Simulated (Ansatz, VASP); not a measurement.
This is a calculation of Al for Ansatz 0.2.0.

input.yaml

```yaml
crystal:
  lattice:
    - [0.0, 2.0382146954, 2.0382146954]
    - [2.0382146954, 0.0, 2.0382146954]
    - [2.0382146954, 2.0382146954, 0.0]
  atoms:
    - { symbol: Al, position: [0.0, 0.0, 0.0] }
kpoints:
  mp_grid: { grid: [11, 11, 11] }
scf:
  occupations: { method: tetrahedron }
hamiltonian:
  xc: rpbe
  dispersion: d3bj
  pseudopotentials: { kind: all_electron, lapw: { basis_error: 0.001 } }
output:
  forces: true
  stress: true
  eigenvalues: true
```

Potentials or basis: all-electron LAPW, scalar-relativistic.

Command:

```bash
$ ansatz run input.yaml --threads 1 --pin off --max-ram 3072MiB --backend cpu --events-out ev --progress --plain --runs-dir out
```

Problem. Set up the same calculation for VASP 6.6.1. Potentials there: VASP PAW PBE potentials, release 64 (Al).

Solution. As run (the cutoff follows the program's own potentials):

File INCAR:

```
  PREC = Accurate
  ENCUT = 520
  EDIFF = 1E-6
  ISMEAR = -5
  SIGMA = 0.05
  LREAL = False
  LASPH = True
  NELM = 80
  ALGO = Normal
  ISIF = 2
  LWAVE = False
  LCHARG = False
  GGA = RP
  IVDW = 12
  NBANDS = 8
```

The input KPOINTS:

```
Automatic mesh
0
Gamma
  11 11 11
```

File POSCAR:

```
Al
1.0
    0.0000000000      2.0382146954      2.0382146954
    2.0382146954      0.0000000000      2.0382146954
    2.0382146954      2.0382146954      0.0000000000
Al
1
Direct
    0.0000000000      0.0000000000      0.0000000000
```

Potentials or basis: VASP PAW PBE potentials, release 64 (Al).

The run is started by

```sh
$ cat potpaw_PBE.64/Al/POTCAR > POTCAR
$ mpirun -np 1 vasp_std > vasp.out
```

Both were run:

|  | VASP | Ansatz | Ansatz less VASP |
| --- | --- | --- | --- |
| gap on the k mesh at the Fermi level (eV) | none | none | - |
| pressure (GPa) | -20.8 | -20.6 | +0.21 |

VASP's potentials were made for PBE, not for RPBE. A gap of «none» marks a metal or a gap that the smearing closes. Ansatz ran all-electron here, and VASP with PAW potentials.
